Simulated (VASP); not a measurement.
Here is a VASP 6.6.1 calculation.

POSCAR

```
Si
1.0
   -1.5650000000      1.5650000000      1.5650000000
    1.5650000000     -1.5650000000      1.5650000000
    1.5650000000      1.5650000000     -1.5650000000
Si
1
Direct
    0.0000000000      0.0000000000      0.0000000000
```

The input INCAR.step1:

```
PREC = Accurate ; ENCUT = 550
ISMEAR = 1 ; SIGMA = 0.05
LREAL = False ; LASPH = True
NELM = 120 ; GGA = PE
ALGO = Normal ; EDIFF = 1E-5
LWAVE = True ; LCHARG = False
GGA_COMPAT = False ; IBRION = 2
ISIF = 3 ; EDIFFG = -0.005
NELMIN = 4 ; NSW = 100
```

The input INCAR.step2:

```
PREC = Accurate ; ENCUT = 550
EDIFF = 1E-7 ; ISMEAR = 1
SIGMA = 0.05 ; LREAL = False
LASPH = True ; NELM = 120
ALGO = Normal ; ISIF = 3
LWAVE = False ; LCHARG = False
METAGGA = R2SCAN ; LMIXTAU = True
IBRION = 2 ; NSW = 60
EDIFFG = -0.01 ; PSTRESS = 300.0
ISTART = 1 ; GGA_COMPAT = False
NELMIN = 4
```

Contents of KPOINTS:

```
Automatic mesh
0
Gamma
  10 10 10
```

Potentials or basis: VASP PAW PBE potentials, release 64 (Si).

Launch:

```console
$ cat potpaw_PBE.64/Si/POTCAR > POTCAR
$ cp INCAR.step1 INCAR
$ mpirun -np 1 vasp_std > vasp.out
$ cp INCAR.step2 INCAR
$ mpirun -np 1 vasp_std > vasp.out
```

Problem. Predict the relaxed cell.

Solution. a = 2.469 Å, b = 2.469 Å, c = 2.469 Å, α = 109.47°, β = 109.47°, γ = 109.47°.

Problem. Estimate the space group after relaxing (to 0.1 Å).

Solution. Im-3m (No. 229).

Problem. What does it give for the relaxed volume?

Solution. 11.59 Å³/atom.

Final structure:
```xyz
1
Lattice="-1.4258 1.4258 1.4258 1.4258 -1.4258 1.4258 1.4258 1.4258 -1.4258" Properties=species:S:1:pos:R:3 pbc="T T T"
Si    0.0000    0.0000    0.0000
```

Caveat: the cell is relaxed towards a set pressure, so the run minimises the enthalpy, not the energy; the volume moved by over 15 % at a fixed basis, so the end points are rough; the PAW data sets were made with another functional, which shifts forces and pressure a little.
